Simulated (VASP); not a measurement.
# AlN (I-4m2) in VASP: further runs

The runs below take AlN through single point, with LDA.

All numbers are computed with VASP 6.6.1; they aren't measurements. Logs are shortened: lines on timing, memory, paths and dates and some standing lists are left out, and cuts for length are marked.

## Step 1: The cell of the first run

It takes space group I-4m2 (No. 119, tetragonal). Conventional cell: a = 3.040 Å, b = 3.040 Å, c = 4.389 Å, α = 90.00°, β = 90.00°, γ = 90.00°. Al (site symmetry -4m2) has 4 N at 1.87 Å within 2.5 Å. N (site symmetry -4m2) has 4 Al at 1.87 Å within 2.5 Å.

## Step 2: Single point, LDA (film at in-plane strain -0.01)

File INCAR:

```
PREC = Accurate
ENCUT = 520
EDIFF = 1E-6
ISMEAR = 0
SIGMA = 0.01
LREAL = False
LASPH = True
NELM = 100
ALGO = Normal
ISIF = 2
LWAVE = False
LCHARG = False
GGA = CA
NBANDS = 11
```

File KPOINTS:

```
Automatic mesh
0
Gamma
  10 10 10
```

File POSCAR:

```
AlN
1.0
    2.1494316652      2.1494316652      0.0000000000
   -2.1494316652      2.1494316652      0.0000000000
    0.0000000000      2.1494316652      2.1944758793
Al N
1 1
Direct
    0.0000000000      0.0000000000      0.0000000000
    0.2500000000      0.7500000000      0.5000000000
```

Potentials or basis: VASP PAW LDA potentials, release 64 (Al, N).

Launch:

```
$ cat potpaw_LDA.64/Al/POTCAR potpaw_LDA.64/N/POTCAR > POTCAR
$ mpirun -np 1 vasp_std > vasp.out
```

OUTCAR:

```text
PREC = Accurate
   ENCUT = 520
   EDIFF = 1E-6
   ISMEAR = 0
   LREAL = False
   LASPH = True
   NELM = 100
   ISIF = 2
   GGA = CA

 ion  position               nearest neighbor table
   1  0.000  0.000  0.000-   2 1.87   2 1.87   2 1.87   2 1.87
   2  0.250  0.750  0.500-   1 1.87   1 1.87   1 1.87   1 1.87

  LATTYP: Found a body centered tetragonal cell.
 ALAT       =     3.0397554123
 C/A-ratio  =     1.4438502982

  Lattice vectors:

 A1 = (   2.1494316652,   0.0000000000,  -2.1944758793)
 A2 = (  -2.1494316652,   0.0000000000,  -2.1944758793)
 A3 = (   0.0000000000,   2.1494316652,   2.1944758793)

Analysis of symmetry for initial positions (statically):
=====================================================================
 Subroutine PRICEL returns:
 Original cell was already a primitive cell.

 Routine SETGRP: Setting up the symmetry group for a
 body centered tetragonal supercell.

 Subroutine GETGRP returns: Found  8 space group operations
 (whereof  8 operations were pure point group operations)
 out of a pool of 16 trial point group operations.

The static configuration has the point symmetry D_2d.

Analysis of symmetry for dynamics (positions and initial velocities):
=====================================================================
 Subroutine PRICEL returns:
 Original cell was already a primitive cell.

 Routine SETGRP: Setting up the symmetry group for a
 body centered tetragonal supercell.

 Subroutine GETGRP returns: Found  8 space group operations
 (whereof  8 operations were pure point group operations)
 out of a pool of 16 trial point group operations.

The dynamic configuration has the point symmetry D_2d.

 Subroutine INISYM returns: Found  8 space group operations
 (whereof  8 operations are pure point group operations),
 and found     1 'primitive' translations

----------------------------------------------------------------------------------------

                                     Primitive cell

  volume of cell :      20.2772

  direct lattice vectors                    reciprocal lattice vectors
     2.149431665  2.149431665  0.000000000     0.232619631  0.232619631 -0.227844837
    -2.149431665  2.149431665  0.000000000    -0.232619631  0.232619631 -0.227844837
     0.000000000  2.149431665  2.194475879     0.000000000  0.000000000  0.455689675

  length of vectors
     3.039755412  3.039755412  3.071771617     0.400171282  0.400171282  0.455689675

  position of ions in fractional coordinates (direct lattice)
     0.000000000  0.000000000  0.000000000
     0.250000000  0.750000000  0.500000000

  ion indices of the primitive-cell ions
   primitive index   ion index
                 1           1
                 2           2

----------------------------------------------------------------------------------------

 KPOINTS: Automatic mesh

Automatic generation of k-mesh.
 Grid dimensions read from file:
 generate k-points for:   10   10   10

 Generating k-lattice:

  Cartesian coordinates                     Fractional coordinates (reciprocal lattice)
     0.023261963  0.023261963 -0.022784484     0.100000000  0.000000000 -0.000000000
    -0.023261963  0.023261963 -0.022784484     0.000000000  0.100000000 -0.000000000
     0.000000000  0.000000000  0.045568967     0.000000000  0.000000000  0.100000000

  Length of vectors
     0.040017128  0.040017128  0.045568967

  Shift w.r.t. Gamma in fractional coordinates (k-lattice)
     0.000000000  0.000000000  0.000000000

 Subroutine IBZKPT returns following result:
 ===========================================

 Found    102 irreducible k-points:

 Following reciprocal coordinates:
            Coordinates               Weight
  0.000000  0.000000  0.000000      1.000000
  0.100000  0.000000  0.000000      8.000000
  0.200000  0.000000  0.000000      8.000000
  0.300000  0.000000  0.000000      8.000000
  0.400000  0.000000 -0.000000      8.000000
  0.500000  0.000000  0.000000      4.000000
[... 16 lines left out ...]
  0.300000  0.300000  0.000000      8.000000
  0.400000  0.300000 -0.000000     16.000000
 [... further k-points ...]
   k-points           NKPTS =    102   k-points in BZ     NKDIM =    102   number of bands    NBANDS=     11
   number of dos      NEDOS =    301   number of ions     NIONS =      2
   total plane-waves  NPLWV =  13824
   dimension x,y,z NGX =    24 NGY =   24 NGZ =   24
   dimension x,y,z NGXF=    48 NGYF=   48 NGZF=   48
   ions per type =               1   1
   NGX,Y,Z   is equivalent  to a cutoff of  13.13, 13.13, 12.99 a.u.
   NGXF,Y,Z  is equivalent  to a cutoff of  26.25, 26.25, 25.98 a.u.
 SYSTEM =  unknown system
   PREC   = accura    normal or accurate (medium, high low for compatibility)
   ISTART =      0    job   : 0-new  1-cont  2-samecut
   ICHARG =      2    charge: 1-file 2-atom 10-const
   ISPIN  =      1    spin polarized calculation?
   LNONCOLLINEAR =      F non collinear calculations
   LSORBIT =      F    spin-orbit coupling
   LASPH  =      T    aspherical Exc in radial PAW
   ENCUT  =  520.0 eV  38.22 Ry    6.18 a.u.   5.65  5.65  5.71*2*pi/ulx,y,z
   NELM   =    100;   NELMIN=  2; NELMDL= -5     # of ELM steps
   EDIFF  = 0.1E-05   stopping-criterion for ELM
   LREAL  =      F    real-space projection
   EDIFFG = 0.1E-04   stopping-criterion for IOM
   NSW    =      0    number of steps for IOM
   IBRION =     -1    ionic relax: 0-MD 1-quasi-New 2-CG
   NFREE  =      0    steps in history (QN), initial steepest desc. (CG)
   ISIF   =      2    stress and relaxation
   ISYM   =      2    0-nonsym 1-usesym 2-fastsym
   POTIM  = 0.5000    time-step for ionic-motion
   TEBEG  =    0.0;   TEEND  =   0.0 temperature during run
   PSTRESS=    0.0 pullay stress
   NELECT =       8.0000    total number of electrons
   NUPDOWN=      -1.0000    fix difference up-down
   EMIN   =  10.00;   EMAX   =-10.00  energy-range for DOS
   EFERMI =   0.00;   METHOD = LEGACY
   ISMEAR =     0;   SIGMA  =   0.01  broadening in eV -4-tet -1-fermi 0-gaus
   EFERMI_NEDOS =   21; number of points for ismear=-14 and -15
   IALGO  =     38    algorithm
   IMIX   =      4    mixing-type and parameters
     AMIX     =   0.40;   BMIX     =  1.00
     AMIX_MAG =   1.60;   BMIX_MAG =  1.00
  volume/ion in A,a.u.               =      10.14        68.42
  Fermi-wavevector in a.u.,A,eV,Ry     =   1.200703  2.268999 19.615340  1.441687
  Thomas-Fermi vector in A             =   2.336531
   LORBIT       =      0    0 simple, 1 ext, 2 COOP (PROOUT), +10 PAW based schemes
   GGA     = CA    functional components
   LHFCALC =     F    Hartree Fock is set to
   AEXX    =    0.0000 exact exchange contribution
   IVDW    =     0    specifies the selected vdW correction
   LEPSILON=     F    determine dielectric tensor
   LRPA    =     F    only Hartree local field effects (RPA)
 non-spin polarized calculation
 Gauss-broadening in eV      SIGMA  =   0.01
  energy-cutoff  :      520.00
  volume of cell :       20.28
 maximum number of plane-waves:       558
   NGX = 11   NGY = 11   NGZ = 11

 number of electron       8.0000000 magnetization

 Free energy of the ion-electron system (eV)
  ---------------------------------------------------
  ext. energy  EPLUGINS =         0.00000000
  ---------------------------------------------------
  free energy    TOTEN  =       -16.37084393 eV

  energy without entropy =      -16.37084393  energy(sigma->0) =      -16.37084393

 E-fermi :   6.1358     XC(G=0): -11.3852

 val. band max:        5.9999216861   @ k =   0.0000   0.0000   0.0000
 cond. band min:       9.1716786597   @ k =   0.5000   0.5000   0.0000
 fundamental gap:      3.1717569735
 Fermi energy:         6.1358475247

 k-point     1 :       0.0000    0.0000    0.0000
  band No.  band energies     occupation
      1      -9.0146      2.00000
      2       5.9088      2.00000
      3       5.9999      2.00000
      4       5.9999      2.00000
      5      10.4455      0.00000
      6      18.5645      0.00000
      7      18.5645      0.00000
      8      18.5845      0.00000
      9      23.3376      0.00000
     10      24.0502      0.00000
     11      24.6331      0.00000

 k-point     2 :       0.1000    0.0000    0.0000
  band No.  band energies     occupation
      1      -8.8603      2.00000
      2       5.1614      2.00000
      3       5.8814      2.00000
      4       5.9536      2.00000
      5      11.0819      0.00000
      6      18.1763      0.00000
      7      18.7020      0.00000
      8      18.7180      0.00000
      9      22.1402      0.00000
     10      22.6949      0.00000
     11      24.3815      0.00000

 k-point     3 :       0.2000    0.0000    0.0000
  band No.  band energies     occupation
      1      -8.4194      2.00000
      2       3.5332      2.00000
      3       5.7326      2.00000
      4       5.8383      2.00000
      5      12.1714      0.00000
      6      17.3739      0.00000
      7      18.5294      0.00000
      8      18.7339      0.00000
      9      21.7809      0.00000
     10      22.0105      0.00000
     11      23.5241      0.00000

 k-point     4 :       0.3000    0.0000    0.0000
  band No.  band energies     occupation
      1      -7.7728      2.00000
      2       1.8344      2.00000
      3       5.5637      2.00000
      4       5.7065      2.00000
      5      12.9705      0.00000
      6      16.6217      0.00000
      7      17.7944      0.00000
      8      18.1203      0.00000
      9      22.9197      0.00000
     10      22.9691      0.00000
     11      23.4152      0.00000
[... 239 lines left out ...]
 k-point    22 :      -0.2000    0.2000    0.0000
  band No.  band energies     occupation
      1      -8.2133      2.00000
      2       3.7940      2.00000
      3       5.1909      2.00000
      4       5.2419      2.00000
      5      12.2670      0.00000
      6      16.7594      0.00000
      7      18.0575      0.00000
      8      19.3743      0.00000
      9      19.7545      0.00000
     10      24.7294      0.00000
     11      27.3084      0.00000

 k-point    23 :       0.3000    0.3000    0.0000
  band No.  band energies     occupation
      1      -6.4831      2.00000
      2       1.3827      2.00000
      3       2.6754      2.00000
      4       5.0304      2.00000
      5      12.6914      0.00000
      6      15.8246      0.00000
      7      18.3665      0.00000
      8      18.9036      0.00000
      9      23.1636      0.00000
     10      23.4621      0.00000
     11      29.6901      0.00000

 k-point    24 :       0.4000    0.3000   -0.0000
  band No.  band energies     occupation
      1      -6.2430      2.00000
      2       1.3051      2.00000
      3       2.5853      2.00000
      4       4.6954      2.00000
      5      11.6856      0.00000
      6      16.0866      0.00000
      7      18.8594      0.00000
      8      19.5140      0.00000
      9      21.7757      0.00000
     10      25.2966      0.00000
     11      30.4003      0.00000

 [... further k-points ...]
[... 5 lines left out ...]
  --------------------------------------------------------------------------------------
  -------------------------------------------------------------------------------------
  Total        0.4584792      0.4584792      0.0861900      0.0000000      0.0000000      0.0000000
  in kB       36.2261450     36.2261450      6.8101885      0.0000000      0.0000000      0.0000000
  external PRESSURE =      26.4208261 kB  Pullay stress =       0.0000000 kB

 VOLUME and BASIS-vectors are now :
 -----------------------------------------------------------------------------
  energy-cutoff  :      520.00
  volume of cell :       20.28
      direct lattice vectors                 reciprocal lattice vectors
     2.149431665  2.149431665  0.000000000     0.232619631  0.232619631 -0.227844837
    -2.149431665  2.149431665  0.000000000    -0.232619631  0.232619631 -0.227844837
     0.000000000  2.149431665  2.194475879     0.000000000  0.000000000  0.455689675

 POSITION                                       TOTAL-FORCE (eV/Angst)
 -----------------------------------------------------------------------------------
      0.00000      0.00000      0.00000         0.000000      0.000000      0.000000
     -1.07472      3.22415      1.09724        -0.000000     -0.000000      0.000000
 -----------------------------------------------------------------------------------
    total drift:                                0.000000      0.000000      0.000000

  FREE ENERGIE OF THE ION-ELECTRON SYSTEM (eV)
  ---------------------------------------------------
  free  energy   TOTEN  =       -16.3708439273 eV

  energy  without entropy=      -16.3708439273  energy(sigma->0) =      -16.37084393
```

It took 12 s on 1 thread of Intel Xeon Platinum 8259CL at 2.50GHz (Skylake/Cascade Lake), shared host; peak memory 0.13 GiB.

What came out:

* Free energy: -16.3708 eV
* Pressure: 2.6 GPa
* Band gap on the k mesh: 3.17 eV, indirect (least direct gap 4.45 eV)

Stress tensor (GPa, compression positive):
```
3.62 0.00 0.00
0.00 3.62 0.00
0.00 0.00 0.68
```

Caveat: the cell differs from its parent crystal (film at in-plane strain -0.01). A k mesh can miss the band edges.

(Part 1 of 2 ends here.)
